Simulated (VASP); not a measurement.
# Br (Pm-3m) in VASP: a series of runs

The runs below take Br through single point, with PBE.

Program: VASP 6.6.1. These are calculated values, not measurements. Logs are shortened: lines on timing, memory, paths and dates and some standing lists are left out, and cuts for length are marked.

## (1) The cell of the first run

The structure is cubic, space group Pm-3m (No. 221). Conventional cell: a = 2.657 Å, b = 2.657 Å, c = 2.657 Å, α = 90.00°, β = 90.00°, γ = 90.00°. Within 3.5 Å of Br (site symmetry m-3m) lie 6 Br at 2.66 Å.

## (2) Single point, PBE

The input, INCAR:

```
  PREC = Accurate
  ENCUT = 520
  EDIFF = 1E-6
  ISMEAR = 0
  SIGMA = 0.02
  LREAL = False
  LASPH = True
  NELM = 100
  ALGO = Normal
  ISIF = 2
  LWAVE = False
  LCHARG = False
  GGA = PE
  NBANDS = 10
```

The input, KPOINTS:

```
regular mesh
0
Gamma
  14 14 14
```

The input, POSCAR:

```
Br
1.0
    2.6569056358      0.0000000000      0.0000000000
    0.0000000000      2.6569056358      0.0000000000
    0.0000000000      0.0000000000      2.6569056358
Br
1
Direct
    0.0000000000      0.0000000000      0.0000000000
```

Potentials or basis: VASP PAW PBE potentials, release 64 (Br).

On the command line:

```console
> cat potpaw_PBE.64/Br/POTCAR > POTCAR
> mpirun -np 1 vasp_std > vasp.out
```

OUTCAR:

```text
PREC = Accurate
   ENCUT = 520
   EDIFF = 1E-6
   ISMEAR = 0
   LREAL = False
   LASPH = True
   NELM = 100
   ISIF = 2
   GGA = PE

 ion  position               nearest neighbor table
   1  0.000  0.000  0.000-

  LATTYP: Found a simple cubic cell.
 ALAT       =     2.6569056358

  Lattice vectors:

 A1 = (   2.6569056358,   0.0000000000,   0.0000000000)
 A2 = (   0.0000000000,   2.6569056358,   0.0000000000)
 A3 = (   0.0000000000,   0.0000000000,   2.6569056358)

Analysis of symmetry for initial positions (statically):
=====================================================================
 Subroutine PRICEL returns:
 Original cell was already a primitive cell.

 Routine SETGRP: Setting up the symmetry group for a
 simple cubic supercell.

 Subroutine GETGRP returns: Found 48 space group operations
 (whereof 48 operations were pure point group operations)
 out of a pool of 48 trial point group operations.

The static configuration has the point symmetry O_h .

Analysis of symmetry for dynamics (positions and initial velocities):
=====================================================================
 Subroutine PRICEL returns:
 Original cell was already a primitive cell.

 Routine SETGRP: Setting up the symmetry group for a
 simple cubic supercell.

 Subroutine GETGRP returns: Found 48 space group operations
 (whereof 48 operations were pure point group operations)
 out of a pool of 48 trial point group operations.

The dynamic configuration has the point symmetry O_h .

 Subroutine INISYM returns: Found 48 space group operations
 (whereof 48 operations are pure point group operations),
 and found     1 'primitive' translations

----------------------------------------------------------------------------------------

                                     Primitive cell

  volume of cell :      18.7555

  direct lattice vectors                    reciprocal lattice vectors
     2.656905636  0.000000000  0.000000000     0.376377688  0.000000000  0.000000000
     0.000000000  2.656905636  0.000000000     0.000000000  0.376377688  0.000000000
     0.000000000  0.000000000  2.656905636     0.000000000  0.000000000  0.376377688

  length of vectors
     2.656905636  2.656905636  2.656905636     0.376377688  0.376377688  0.376377688

  position of ions in fractional coordinates (direct lattice)
     0.000000000  0.000000000  0.000000000

  ion indices of the primitive-cell ions
   primitive index   ion index
                 1           1

----------------------------------------------------------------------------------------

 KPOINTS: regular mesh

Automatic generation of k-mesh.
 Grid dimensions read from file:
 generate k-points for:   14   14   14

 Generating k-lattice:

  Cartesian coordinates                     Fractional coordinates (reciprocal lattice)
     0.026884121  0.000000000  0.000000000     0.071428571  0.000000000  0.000000000
     0.000000000  0.026884121  0.000000000     0.000000000  0.071428571  0.000000000
     0.000000000  0.000000000  0.026884121     0.000000000  0.000000000  0.071428571

  Length of vectors
     0.026884121  0.026884121  0.026884121

  Shift w.r.t. Gamma in fractional coordinates (k-lattice)
     0.000000000  0.000000000  0.000000000

 Subroutine IBZKPT returns following result:
 ===========================================

 Found    120 irreducible k-points:

 Following reciprocal coordinates:
            Coordinates               Weight
  0.000000  0.000000  0.000000      1.000000
  0.071429  0.000000  0.000000      6.000000
  0.142857  0.000000  0.000000      6.000000
  0.214286  0.000000  0.000000      6.000000
  0.285714  0.000000  0.000000      6.000000
  0.357143  0.000000  0.000000      6.000000
[... 16 lines left out ...]
  0.285714  0.214286  0.000000     24.000000
  0.357143  0.214286  0.000000     24.000000
 [... further k-points ...]
   k-points           NKPTS =    120   k-points in BZ     NKDIM =    120   number of bands    NBANDS=     10
   number of dos      NEDOS =    301   number of ions     NIONS =      1
   total plane-waves  NPLWV =   8000
   dimension x,y,z NGX =    20 NGY =   20 NGZ =   20
   dimension x,y,z NGXF=    40 NGYF=   40 NGZF=   40
   ions per type =               1
   NGX,Y,Z   is equivalent  to a cutoff of  12.51, 12.51, 12.51 a.u.
   NGXF,Y,Z  is equivalent  to a cutoff of  25.03, 25.03, 25.03 a.u.
 SYSTEM =  unknown system
   PREC   = accura    normal or accurate (medium, high low for compatibility)
   ISTART =      0    job   : 0-new  1-cont  2-samecut
   ICHARG =      2    charge: 1-file 2-atom 10-const
   ISPIN  =      1    spin polarized calculation?
   LNONCOLLINEAR =      F non collinear calculations
   LSORBIT =      F    spin-orbit coupling
   LASPH  =      T    aspherical Exc in radial PAW
   ENCUT  =  520.0 eV  38.22 Ry    6.18 a.u.   4.94  4.94  4.94*2*pi/ulx,y,z
   NELM   =    100;   NELMIN=  2; NELMDL= -5     # of ELM steps
   EDIFF  = 0.1E-05   stopping-criterion for ELM
   LREAL  =      F    real-space projection
   EDIFFG = 0.1E-04   stopping-criterion for IOM
   NSW    =      0    number of steps for IOM
   IBRION =     -1    ionic relax: 0-MD 1-quasi-New 2-CG
   NFREE  =      0    steps in history (QN), initial steepest desc. (CG)
   ISIF   =      2    stress and relaxation
   ISYM   =      2    0-nonsym 1-usesym 2-fastsym
   POTIM  = 0.5000    time-step for ionic-motion
   TEBEG  =    0.0;   TEEND  =   0.0 temperature during run
   PSTRESS=    0.0 pullay stress
   NELECT =       7.0000    total number of electrons
   NUPDOWN=      -1.0000    fix difference up-down
   EMIN   =  10.00;   EMAX   =-10.00  energy-range for DOS
   EFERMI =   0.00;   METHOD = LEGACY
   ISMEAR =     0;   SIGMA  =   0.02  broadening in eV -4-tet -1-fermi 0-gaus
   EFERMI_NEDOS =   21; number of points for ismear=-14 and -15
   IALGO  =     38    algorithm
   IMIX   =      4    mixing-type and parameters
     AMIX     =   0.40;   BMIX     =  1.00
     AMIX_MAG =   1.60;   BMIX_MAG =  1.00
  volume/ion in A,a.u.               =      18.76       126.57
  Fermi-wavevector in a.u.,A,eV,Ry     =   1.178686  2.227393 18.902577  1.389300
  Thomas-Fermi vector in A             =   2.315010
   LORBIT       =      0    0 simple, 1 ext, 2 COOP (PROOUT), +10 PAW based schemes
   GGA     = PE    functional components
   LHFCALC =     F    Hartree Fock is set to
   AEXX    =    0.0000 exact exchange contribution
   IVDW    =     0    specifies the selected vdW correction
   LEPSILON=     F    determine dielectric tensor
   LRPA    =     F    only Hartree local field effects (RPA)
 non-spin polarized calculation
 Gauss-broadening in eV      SIGMA  =   0.02
  energy-cutoff  :      520.00
  volume of cell :       18.76
 maximum number of plane-waves:       520
 NGX is ok and might be reduce to    20
   NGX =  9   NGY =  9   NGZ =  9

 number of electron       6.9999997 magnetization

 Free energy of the ion-electron system (eV)
  ---------------------------------------------------
  ext. energy  EPLUGINS =         0.00000000
  ---------------------------------------------------
  free energy    TOTEN  =        -0.22903647 eV

  energy without entropy =       -0.22890149  energy(sigma->0) =       -0.22896898

 E-fermi :   7.2438     XC(G=0): -10.7579

 val. band max:        7.2296633401   @ k =   0.4286   0.3571   0.1429
 cond. band min:       7.2723697776   @ k =   0.3571   0.0714   0.0000
 fundamental gap:      0.0427064374
 Fermi energy:         7.2438201692

 k-point     1 :       0.0000    0.0000    0.0000
  band No.  band energies     occupation
      1     -12.6535      2.00000
      2       6.8360      2.00000
      3       6.8360      2.00000
      4       6.8360      2.00000
      5      14.3319      0.00000
      6      14.3319      0.00000
      7      14.8406      0.00000
      8      30.2522      0.00000
      9      30.2522      0.00000
     10      30.2522      0.00000

 k-point     2 :       0.0714    0.0000    0.0000
  band No.  band energies     occupation
      1     -12.5727      2.00000
      2       6.0006      2.00000
      3       6.8980      2.00000
      4       6.8980      2.00000
      5      14.4127      0.00000
      6      14.7183      0.00000
      7      15.5585      0.00000
      8      28.8771      0.00000
      9      28.8771      0.00000
     10      30.3132      0.00000

 k-point     3 :       0.1429    0.0000    0.0000
  band No.  band energies     occupation
      1     -12.3355      2.00000
      2       4.2395      2.00000
      3       7.0773      2.00000
      4       7.0773      2.00000
      5      14.6504      0.00000
      6      15.0598      0.00000
      7      17.7511      0.00000
      8      26.8216      0.00000
      9      26.8216      0.00000
     10      29.9624      0.00000

 k-point     4 :       0.2143    0.0000    0.0000
  band No.  band energies     occupation
      1     -11.9588      2.00000
      2       2.3210      2.00000
      3       7.3528      0.00000
      4       7.3528      0.00000
      5      15.0293      0.00000
      6      15.5543      0.00000
      7      20.2727      0.00000
      8      24.8899      0.00000
      9      24.8899      0.00000
     10      28.4031      0.00000
[... 222 lines left out ...]
 k-point    22 :       0.2143    0.2143    0.0000
  band No.  band energies     occupation
      1     -11.2654      2.00000
      2       2.8860      2.00000
      3       3.0042      2.00000
      4       7.8587      0.00000
      5      15.9623      0.00000
      6      17.9048      0.00000
      7      21.3729      0.00000
      8      22.6433      0.00000
      9      25.0567      0.00000
     10      26.1461      0.00000

 k-point    23 :       0.2857    0.2143    0.0000
  band No.  band energies     occupation
      1     -10.7861      2.00000
      2       1.1834      2.00000
      3       3.3646      2.00000
      4       8.1832      0.00000
      5      15.8997      0.00000
      6      17.1691      0.00000
      7      22.3005      0.00000
      8      23.8314      0.00000
      9      24.1008      0.00000
     10      26.1656      0.00000

 k-point    24 :       0.3571    0.2143    0.0000
  band No.  band energies     occupation
      1     -10.2732      2.00000
      2      -0.2797      2.00000
      3       3.7954      2.00000
      4       8.5037      0.00000
      5      14.9099      0.00000
      6      17.5504      0.00000
      7      22.6118      0.00000
      8      22.7412      0.00000
      9      24.2998      0.00000
     10      26.5690      0.00000

 [... further k-points ...]

------------------------ aborting loop because EDIFF is reached ----------------------------------------

  FORCE on cell =-STRESS in cart. coord.  units (eV):
  Direction    XX          YY          ZZ          XY          YZ          ZX
  --------------------------------------------------------------------------------------
  -------------------------------------------------------------------------------------
  Total        5.2717948      5.2717948      5.2717948     -0.0000000     -0.0000000      0.0000000
  in kB      450.3401728    450.3401728    450.3401728     -0.0000000     -0.0000000      0.0000000
  external PRESSURE =     450.3401728 kB  Pullay stress =       0.0000000 kB

 VOLUME and BASIS-vectors are now :
 -----------------------------------------------------------------------------
  energy-cutoff  :      520.00
  volume of cell :       18.76
      direct lattice vectors                 reciprocal lattice vectors
     2.656905636  0.000000000  0.000000000     0.376377688  0.000000000  0.000000000
     0.000000000  2.656905636  0.000000000     0.000000000  0.376377688  0.000000000
     0.000000000  0.000000000  2.656905636     0.000000000  0.000000000  0.376377688

 POSITION                                       TOTAL-FORCE (eV/Angst)
 -----------------------------------------------------------------------------------
      0.00000      0.00000      0.00000         0.000000      0.000000      0.000000
 -----------------------------------------------------------------------------------
    total drift:                               -0.000000     -0.000000      0.000000

  FREE ENERGIE OF THE ION-ELECTRON SYSTEM (eV)
  ---------------------------------------------------
  free  energy   TOTEN  =        -0.2290364695 eV

  energy  without entropy=       -0.2289014886  energy(sigma->0) =       -0.22896898
```

It took 17 s on 1 thread of Intel Xeon Platinum 8259CL at 2.50GHz (Skylake/Cascade Lake), shared host; peak memory 0.13 GiB.

Results:

* Free energy: -0.2290 eV
* Pressure: 45.0 GPa
* Band gap on the k mesh: zero (an odd number of electrons rules out a gap without spin polarisation)

Caveat: the cell stands under pressure; an odd number of electrons without spin polarisation forces a metal; a magnetic or distorted state may lie lower.

## (3) Single point, PBE

This run uses another cell than the first one, of 20.38 Å³/atom.

The input, INCAR:

```
SYSTEM = Br
ALGO = Normal
EDIFF = 1E-6
ENCUT = 520
GGA = PE
ISIF = 2
ISMEAR = 0
LASPH = .TRUE.
LCHARG = .TRUE.
LELF = .TRUE.
LREAL = .FALSE.
LVHAR = .TRUE.
LWAVE = .FALSE.
NBANDS = 10
NELM = 80
PREC = Accurate
SIGMA = 0.02
```

The input, KPOINTS:

```
k-points
0
G
  14 14 14
  0 0 0
```

The input, POSCAR:

```
Br
1.0
    2.7316615794      0.0000000000      0.0000000000
    0.0000000000      2.7316615794      0.0000000000
    0.0000000000      0.0000000000      2.7316615794
Br
1
Direct
    0.0000000000      0.0000000000      0.0000000000
```

Potentials or basis: VASP PAW PBE potentials, release 64 (Br).

On the command line:

```console
> cat potpaw_PBE.64/Br/POTCAR > POTCAR
> mpirun -np 1 vasp_std > vasp.out
```

It took 19 s on 1 thread of Intel Xeon Platinum 8259CL at 2.50GHz (Skylake/Cascade Lake), shared host; peak memory 0.13 GiB.

The run converged. Its results:

```
Free energy            : -0.6057 eV
Pressure               : 30.0 GPa
Band gap on the k mesh : zero (an odd number of electrons rules out a gap without spin polarisation)
```

Levels at points of the mesh, in eV from the Fermi level:
| k point | band 1 | band 2 | band 3 | band 4 | band 5 | band 6 | band 7 | band 8 | band 9 |
| --- | --- | --- | --- | --- | --- | --- | --- | --- | --- |
| (0.00, 0.00, 0.00) | -18.87 | -0.31 | -0.31 | -0.31 | 7.36 | 7.53 | 7.53 | 22.36 | 22.36 |
| (0.50, 0.00, 0.00) | -16.91 | -8.50 | 1.00 | 1.00 | 9.69 | 11.19 | 12.58 | 13.64 | 13.64 |
| (0.50, 0.50, 0.00) | -14.98 | -6.64 | -6.64 | 2.18 | 2.70 | 13.06 | 15.82 | 15.82 | 17.53 |
| (0.50, 0.50, 0.50) | -13.04 | -5.02 | -5.02 | -5.02 | 5.68 | 5.68 | 5.68 | 10.45 | 29.03 |

Caveat: the cell stands under pressure; an odd number of electrons without spin polarisation forces a metal; a magnetic or distorted state may lie lower.

The gap in the log of VASP goes by the Fermi energy; the results here count the filled bands.